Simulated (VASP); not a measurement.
ZrB2: single point with PBE

The system is ZrB2.

```
CELL_PARAMETERS angstrom
3.17169 0.00041 0.00000
-1.58549 2.74697 0.00000
0.00000 0.00000 3.54027
ATOMIC_POSITIONS crystal
Zr 0.00000 0.00000 0.00000
B 0.33330 0.66670 0.50000
B 0.66670 0.33330 0.50000
```

| Quantity | Value |
| --- | --- |
| Program | VASP 6.6.1 |
| Task | single point |
| Functional | PBE |
| Potentials or basis | VASP PAW PBE potentials, release 64 (Zr_sv, B) |
| Cutoff | 520 eV |
| k mesh | 12 × 12 × 9, shifted |
| Occupations | fermi-dirac, width 0.05 eV |
| Spin | no spin polarisation |

The pressure is 0.2 GPa and the band gap on the k mesh is zero (bands 9 and 10 overlap by 0.70 eV).

Levels at points of the mesh, in eV from the Fermi level:
| k point | band 6 | band 7 | band 8 | band 9 | band 10 | band 11 | band 12 | band 13 |
| --- | --- | --- | --- | --- | --- | --- | --- | --- |
| (0.04, 0.04, 0.06) | -3.12 | -2.97 | -2.67 | -2.00 | 2.80 | 3.04 | 3.69 | 3.90 |

Wall time 110 s on 1 thread of Intel(R) Xeon(R) Platinum 8488C (Sapphire Rapids) (shared host), peak memory 0.4 GiB.
